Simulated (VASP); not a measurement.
# MoW14 (a cell with a defect): single point with PBEsol

The system is MoW14 (a cell with a defect).

```
W Mo
1.0
     6.32000    0.00000    0.00000
     0.00000    6.32000    0.00000
     0.00000    0.00000    6.32000
W Mo
14 1
Direct
  0.00182 0.00180 0.00182
  0.49788 0.00212 0.00200
  0.00200 0.00212 0.49788
  0.49820 0.49818 0.00182
  0.49798 0.00202 0.49798
  0.75003 0.25013 0.24987
  0.00182 0.49818 0.49820
  0.24987 0.74997 0.24987
  0.24987 0.25013 0.75003
  0.49788 0.49800 0.49788
  0.75020 0.74980 0.24994
  0.75020 0.25006 0.75020
  0.24994 0.74980 0.75020
  0.75024 0.74976 0.75024
  0.00207 0.49793 0.00207
```

```json
{
 "Program": "VASP 6.6.1",
 "Task": "single point",
 "Functional": "PBEsol",
 "Potentials or basis": "VASP PAW PBE potentials, release 64 (W_sv, Mo_sv)",
 "Cutoff": "520 eV",
 "k mesh": "3 × 3 × 3",
 "Occupations": "fermi-dirac, width 0.15 eV",
 "Spin": "no spin polarisation"
}
```

* Pressure: -8.0 GPa
* Largest force: 0.030 eV/Å

Forces on the atoms (eV/Å):
```
W    0.001  0.001  0.001
W   -0.016  0.016  0.008
W    0.008  0.016 -0.016
W   -0.001 -0.001  0.001
W   -0.014  0.014 -0.014
W   -0.001 -0.001  0.001
W    0.001 -0.001 -0.001
W    0.001  0.001  0.001
W    0.001 -0.001 -0.001
W   -0.016 -0.008 -0.016
W    0.006 -0.006 -0.001
W    0.006  0.001  0.006
W   -0.001 -0.006  0.006
W    0.017 -0.017  0.017
Mo   0.007 -0.007  0.007
```

Levels at points of the mesh, in eV from the Fermi level:
```
           k point  band 102  band 103  band 104  band 105  band 106  band 107  band 108  band 109
(0.00, 0.00, 0.00)     -0.16     -0.12     -0.06     -0.06      1.02      1.02      1.04      1.12
```

Wall time 3.9 min on 1 thread of Intel(R) Xeon(R) Platinum 8488C (Sapphire Rapids) (shared host), peak memory 0.39 GiB.

Caveat: the PAW data sets were made with another functional, which shifts forces and pressure a little; spin-orbit coupling is left out, which moves the levels of the heavy elements.
